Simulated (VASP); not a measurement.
# Si16Au (a cell with a defect) in VASP: single point with LDA

Aim: the single point of Si16Au (a cell with a defect) with LDA.

Everything below comes from runs of VASP 6.6.1. Logs are shortened: lines on timing, memory, paths and dates and some standing lists are left out, and cuts for length are marked.

**1. The cell of the first run**

The cell holds a defect, 17 atoms: a = 7.640 Å, b = 7.640 Å, c = 7.640 Å, α = 60.00°, β = 60.00°, γ = 60.00°.

**2. Single point, LDA**

Contents of INCAR:

```
PREC = Accurate
ENCUT = 520
EDIFF = 1E-6
ISMEAR = 0
SIGMA = 0.02
LREAL = Auto
LASPH = T
NELM = 100
ALGO = Normal
ISIF = 2
LWAVE = F
LCHARG = F
NBANDS = 52
NELECT = 74.0
```

Contents of KPOINTS:

```
Automatic mesh
0
Gamma
  3 3 3
```

Contents of POSCAR:

```
Si16Au
1.0
    0.0000000000      5.4019422730     -5.4019422730
    5.4019422730      5.4019422730      0.0000000000
    5.4019422730      0.0000000000     -5.4019422730
Si Au
16 1
Direct
    0.1404579986      0.1402610324      0.1401246000
    0.1057455765      0.6845048157      0.1058298055
    0.5955834656      0.1310846107      0.1265236586
    0.6210227415      0.6151409682      0.1407334550
    0.1266011307      0.1309973273      0.5957509054
    0.1406789376      0.6150596086      0.6210957708
    0.6387948678      0.0610828445      0.6384238901
    0.6245563780      0.6074653031      0.6245284251
    0.2504177075      0.7678471539      0.2504715770
    0.2364723530      0.3140324191      0.2366559906
    0.7342905199      0.7599383319      0.2539368121
    0.7483376896      0.2440026075      0.2793260134
    0.2539475490      0.7598287417      0.7343536453
    0.2796441398      0.2438936652      0.7483505554
    0.7691712147      0.6906938859      0.7692611824
    0.7346378024      0.2350848891      0.7347747901
   -0.0622478884      0.1871670316     -0.0623374858
```

Potentials or basis: VASP PAW LDA potentials, release 64 (Si, Au).

Command:

```sh
> cat potpaw_LDA.64/Si/POTCAR potpaw_LDA.64/Au/POTCAR > POTCAR
> mpirun -np 1 vasp_std > vasp.out
```

OUTCAR:

```text
PREC = Accurate
   ENCUT = 520
   EDIFF = 1E-6
   ISMEAR = 0
   LREAL = Auto
   LASPH = T
   NELM = 100
   ISIF = 2
   NELECT = 74.0

 ion  position               nearest neighbor table
   1  0.140  0.140  0.140-  10 2.31   9 2.33  14 2.45  12 2.45  17 2.49
   2  0.106  0.685  0.106-  10 2.31  11 2.34  13 2.34   9 2.34  17 3.14
   3  0.596  0.131  0.127-  10 2.28  11 2.32  17 2.41  16 2.45  12 2.62
   4  0.621  0.615  0.141-  12 2.32   9 2.32  11 2.32  15 2.34
   5  0.127  0.131  0.596-  10 2.28  13 2.32  17 2.41  16 2.45  14 2.62
   6  0.141  0.615  0.621-  14 2.32   9 2.32  13 2.32  15 2.34
   7  0.639  0.061  0.638-  12 2.28  14 2.28  16 2.31  15 2.31
   8  0.625  0.607  0.625-  11 2.32  13 2.32  16 2.33  15 2.34
   9  0.250  0.768  0.250-   4 2.32   6 2.32   1 2.33   2 2.34
  10  0.236  0.314  0.237-   5 2.28   3 2.28   1 2.31   2 2.31
  11  0.734  0.760  0.254-   3 2.32   8 2.32   4 2.32   2 2.34
  12  0.748  0.244  0.279-   7 2.28   4 2.32  17 2.41   1 2.45   3 2.62
  13  0.254  0.760  0.734-   5 2.32   8 2.32   6 2.32   2 2.34
  14  0.280  0.244  0.748-   7 2.28   6 2.32  17 2.41   1 2.45   5 2.62
  15  0.769  0.691  0.769-   7 2.31   4 2.34   6 2.34   8 2.34  17 3.14
  16  0.735  0.235  0.735-   7 2.31   8 2.33   3 2.45   5 2.45  17 2.49
  17  0.938  0.187  0.938-   5 2.41  12 2.41   3 2.41  14 2.41   1 2.49  16 2.49   2 3.14  15 3.14

  LATTYP: Found a face centered cubic cell.
 ALAT       =    10.8038845460

  Lattice vectors:

 A1 = (   0.0000000000,   5.4019422730,  -5.4019422730)
 A2 = (   5.4019422730,   5.4019422730,   0.0000000000)
 A3 = (   5.4019422730,   0.0000000000,  -5.4019422730)

Analysis of symmetry for initial positions (statically):
=====================================================================
 Subroutine PRICEL returns:
 Original cell was already a primitive cell.

 Routine SETGRP: Setting up the symmetry group for a
 face centered cubic supercell.

 Subroutine GETGRP returns: Found  1 space group operations
 (whereof  1 operations were pure point group operations)
 out of a pool of 48 trial point group operations.

The static configuration has the point symmetry C_1 .

Analysis of symmetry for dynamics (positions and initial velocities):
=====================================================================
 Subroutine PRICEL returns:
 Original cell was already a primitive cell.

 Routine SETGRP: Setting up the symmetry group for a
 face centered cubic supercell.

 Subroutine GETGRP returns: Found  1 space group operations
 (whereof  1 operations were pure point group operations)
 out of a pool of 48 trial point group operations.

The dynamic configuration has the point symmetry C_1 .

 Subroutine INISYM returns: Found  1 space group operations
 (whereof  1 operations are pure point group operations),
 and found     1 'primitive' translations

----------------------------------------------------------------------------------------

                                     Primitive cell

  volume of cell :     315.2679

  direct lattice vectors                    reciprocal lattice vectors
     0.000000000  5.401942273 -5.401942273    -0.092559301  0.092559301 -0.092559301
     5.401942273  5.401942273  0.000000000     0.092559301  0.092559301  0.092559301
     5.401942273  0.000000000 -5.401942273     0.092559301 -0.092559301 -0.092559301

  length of vectors
     7.639500026  7.639500026  7.639500026     0.160317412  0.160317412  0.160317412

  position of ions in fractional coordinates (direct lattice)
     0.140457999  0.140261032  0.140124600
     0.105745576  0.684504816  0.105829806
     0.595583466  0.131084611  0.126523659
     0.621022741  0.615140968  0.140733455
     0.126601131  0.130997327  0.595750905
     0.140678938  0.615059609  0.621095771
[... 9 lines left out ...]
     0.734637802  0.235084889  0.734774790
     0.937752112  0.187167032  0.937662514

  ion indices of the primitive-cell ions
   primitive index   ion index
                 1           1
                 2           2
                 3           3
                 4           4
                 5           5
                 6           6
[... 9 lines left out ...]
                16          16
                17          17

----------------------------------------------------------------------------------------

 KPOINTS: Automatic mesh

Automatic generation of k-mesh.
 Grid dimensions read from file:
 generate k-points for:    3    3    3

 Generating k-lattice:

  Cartesian coordinates                     Fractional coordinates (reciprocal lattice)
    -0.030853100  0.030853100 -0.030853100     0.333333333  0.000000000  0.000000000
     0.030853100  0.030853100  0.030853100     0.000000000  0.333333333  0.000000000
     0.030853100 -0.030853100 -0.030853100     0.000000000  0.000000000  0.333333333

  Length of vectors
     0.053439137  0.053439137  0.053439137

  Shift w.r.t. Gamma in fractional coordinates (k-lattice)
     0.000000000  0.000000000  0.000000000

 Subroutine IBZKPT returns following result:
 ===========================================

 Found     14 irreducible k-points:

 Following reciprocal coordinates:
            Coordinates               Weight
  0.000000  0.000000  0.000000      1.000000
  0.333333  0.000000  0.000000      2.000000
  0.000000  0.333333  0.000000      2.000000
  0.000000  0.000000  0.333333      2.000000
  0.333333  0.333333  0.333333      2.000000
  0.333333  0.333333  0.000000      2.000000
  0.000000  0.333333  0.333333      2.000000
  0.333333  0.000000  0.333333      2.000000
 -0.333333  0.333333  0.000000      2.000000
  0.000000 -0.333333  0.333333      2.000000
  0.333333  0.000000 -0.333333      2.000000
  0.333333  0.333333 -0.333333      2.000000
 -0.333333  0.333333 -0.333333      2.000000
  0.333333 -0.333333 -0.333333      2.000000
   k-points           NKPTS =     14   k-points in BZ     NKDIM =     14   number of bands    NBANDS=     52
   number of dos      NEDOS =    301   number of ions     NIONS =     17
   total plane-waves  NPLWV = 216000
   dimension x,y,z NGX =    60 NGY =   60 NGZ =   60
   dimension x,y,z NGXF=   120 NGYF=  120 NGZF=  120
   ions per type =              16   1
   NGX,Y,Z   is equivalent  to a cutoff of  13.06, 13.06, 13.06 a.u.
   NGXF,Y,Z  is equivalent  to a cutoff of  26.11, 26.11, 26.11 a.u.
 SYSTEM =  unknown system
   PREC   = accura    normal or accurate (medium, high low for compatibility)
   ISTART =      0    job   : 0-new  1-cont  2-samecut
   ICHARG =      2    charge: 1-file 2-atom 10-const
   ISPIN  =      1    spin polarized calculation?
   LNONCOLLINEAR =      F non collinear calculations
   LSORBIT =      F    spin-orbit coupling
   LASPH  =      T    aspherical Exc in radial PAW
   ENCUT  =  520.0 eV  38.22 Ry    6.18 a.u.  14.20 14.20 14.20*2*pi/ulx,y,z
   NELM   =    100;   NELMIN=  2; NELMDL= -5     # of ELM steps
   EDIFF  = 0.1E-05   stopping-criterion for ELM
   LREAL  =      T    real-space projection
   EDIFFG = 0.1E-04   stopping-criterion for IOM
   NSW    =      0    number of steps for IOM
   IBRION =     -1    ionic relax: 0-MD 1-quasi-New 2-CG
   NFREE  =      0    steps in history (QN), initial steepest desc. (CG)
   ISIF   =      2    stress and relaxation
   ISYM   =      2    0-nonsym 1-usesym 2-fastsym
   POTIM  = 0.5000    time-step for ionic-motion
   TEBEG  =    0.0;   TEEND  =   0.0 temperature during run
   PSTRESS=    0.0 pullay stress
   NELECT =      74.0000    total number of electrons
   NUPDOWN=      -1.0000    fix difference up-down
   EMIN   =  10.00;   EMAX   =-10.00  energy-range for DOS
   EFERMI =   0.00;   METHOD = LEGACY
   ISMEAR =     0;   SIGMA  =   0.02  broadening in eV -4-tet -1-fermi 0-gaus
   EFERMI_NEDOS =   21; number of points for ismear=-14 and -15
   IALGO  =     38    algorithm
   IMIX   =      4    mixing-type and parameters
     AMIX     =   0.40;   BMIX     =  1.00
     AMIX_MAG =   1.60;   BMIX_MAG =  1.00
  volume/ion in A,a.u.               =      18.55       125.15
  Fermi-wavevector in a.u.,A,eV,Ry     =   1.009854  1.908348 13.875304  1.019806
  Thomas-Fermi vector in A             =   2.142808
   LORBIT       =      0    0 simple, 1 ext, 2 COOP (PROOUT), +10 PAW based schemes
   GGA     = CA    functional components
   LHFCALC =     F    Hartree Fock is set to
   AEXX    =    0.0000 exact exchange contribution
   IVDW    =     0    specifies the selected vdW correction
   LEPSILON=     F    determine dielectric tensor
   LRPA    =     F    only Hartree local field effects (RPA)
 non-spin polarized calculation
 Gauss-broadening in eV      SIGMA  =   0.02
  energy-cutoff  :      520.00
  volume of cell :      315.27
 maximum number of plane-waves:      8492
 NGX is ok and might be reduce to    60
   NGX = 29   NGY = 29   NGZ = 29

 number of electron      73.9999998 magnetization

 Free energy of the ion-electron system (eV)
  ---------------------------------------------------
  ext. energy  EPLUGINS =         0.00000000
  ---------------------------------------------------
  free energy    TOTEN  =      -104.48424413 eV

  energy without entropy =     -104.48414045  energy(sigma->0) =     -104.48419229

 E-fermi :   6.6831     XC(G=0): -10.0076

 val. band max:        6.6478914327   @ k =   0.0000   0.0000   0.3333
 cond. band min:       6.7126494322   @ k =   0.0000   0.0000   0.0000
 fundamental gap:      0.0647579995
 Fermi energy:         6.6831448806

 k-point     1 :       0.0000    0.0000    0.0000
  band No.  band energies     occupation
      1      -5.7819      2.00000
      2      -3.4494      2.00000
      3      -3.2769      2.00000
      4      -3.1511      2.00000
      5      -3.0706      2.00000
      6      -2.3054      2.00000
[... 41 lines left out ...]
     48       8.8112      0.00000
     49       9.0295      0.00000

 k-point     2 :       0.3333    0.0000    0.0000
  band No.  band energies     occupation
      1      -5.4183      2.00000
      2      -4.2797      2.00000
      3      -3.3421      2.00000
      4      -3.1485      2.00000
      5      -2.9937      2.00000
      6      -2.6762      2.00000
[... 616 lines left out ...]
 k-point    14 :       0.3333   -0.3333   -0.3333
  band No.  band energies     occupation
      1      -4.8936      2.00000
      2      -4.4758      2.00000
      3      -4.2398      2.00000
      4      -3.4109      2.00000
      5      -3.2455      2.00000
      6      -2.5334      2.00000
[... 41 lines left out ...]
     48      10.0059      0.00000
     49      10.0549      0.00000
 [bands above 49 left out]

------------------------ aborting loop because EDIFF is reached ----------------------------------------

  FORCE on cell =-STRESS in cart. coord.  units (eV):
  Direction    XX          YY          ZZ          XY          YZ          ZX
  --------------------------------------------------------------------------------------
  -------------------------------------------------------------------------------------
  Total       -2.5874322     -2.6166949     -3.3460773     -0.9106832     -0.7169598     -0.7364259
  in kB      -13.1492129    -13.2979246    -17.0046125     -4.6280503     -3.6435572     -3.7424831
  external PRESSURE =     -14.4839166 kB  Pullay stress =       0.0000000 kB

 VOLUME and BASIS-vectors are now :
 -----------------------------------------------------------------------------
  energy-cutoff  :      520.00
  volume of cell :      315.27
      direct lattice vectors                 reciprocal lattice vectors
     0.000000000  5.401942273 -5.401942273    -0.092559301  0.092559301 -0.092559301
     5.401942273  5.401942273  0.000000000     0.092559301  0.092559301  0.092559301
     5.401942273  0.000000000 -5.401942273     0.092559301 -0.092559301 -0.092559301

 POSITION                                       TOTAL-FORCE (eV/Angst)
 -----------------------------------------------------------------------------------
      1.51463      1.51643     -1.51569         0.008270     -0.000193     -0.004778
      4.26934      4.26889     -1.14292         0.004095      0.007478      0.002262
      1.39158      3.92542     -3.90078         0.016215     -0.004263     -0.011290
      4.08319      6.67768     -4.11496         0.004568      0.005426      0.004063
      3.92585      1.39153     -3.90210        -0.011301      0.013994     -0.007395
      6.67764      4.08246     -4.11506         0.005611      0.006172      0.002551
[... 9 lines left out ...]
      5.23913      5.23839     -7.93768        -0.004699      0.001187     -0.000153
      6.07626      6.07675    -10.13088        -0.000019     -0.001369      0.000287
 -----------------------------------------------------------------------------------
    total drift:                               -0.002973     -0.002863     -0.004254

  FREE ENERGIE OF THE ION-ELECTRON SYSTEM (eV)
  ---------------------------------------------------
  free  energy   TOTEN  =      -104.4842441316 eV

  energy  without entropy=     -104.4841404524  energy(sigma->0) =     -104.48419229
```

Wall time 7.3 min (1 thread of AMD EPYC 7R43 (Zen 3), shared host); peak memory 0.37 GiB.

What came out:

| Quantity | Value |
| --- | --- |
| Free energy | -104.4842 eV |
| Largest force | 0.020 eV/Å |

Forces in eV/Å, atoms in the order of the input:
```
Si   0.008  0.000 -0.005
Si   0.004  0.007  0.002
Si   0.016 -0.004 -0.011
Si   0.005  0.005  0.004
Si  -0.011  0.014 -0.007
Si   0.006  0.006  0.003
Si   0.008  0.005  0.001
Si   0.006  0.004  0.002
Si  -0.005 -0.006 -0.003
Si  -0.006 -0.007  0.006
Si  -0.008 -0.004 -0.004
Si   0.007 -0.010  0.008
Si  -0.002 -0.009 -0.002
Si  -0.012  0.005  0.015
Si  -0.010 -0.006 -0.009
Si  -0.005  0.001  0.000
Au   0.000 -0.001  0.000
```

Levels at points of the mesh, in eV from the Fermi level:
| k point | band 35 | band 36 | band 37 | band 38 | band 39 | band 40 |
| --- | --- | --- | --- | --- | --- | --- |
| (0.00, 0.00, 0.00) | -0.73 | -0.09 | -0.05 | 0.03 | 0.39 | 0.49 |

Caveat: the cell carries a net charge on a neutralising background, which shifts energy and pressure; the cell is charged against a uniform background, so pressure and absolute levels hang on convention; spin-orbit coupling is left out, which moves the levels of the heavy elements.
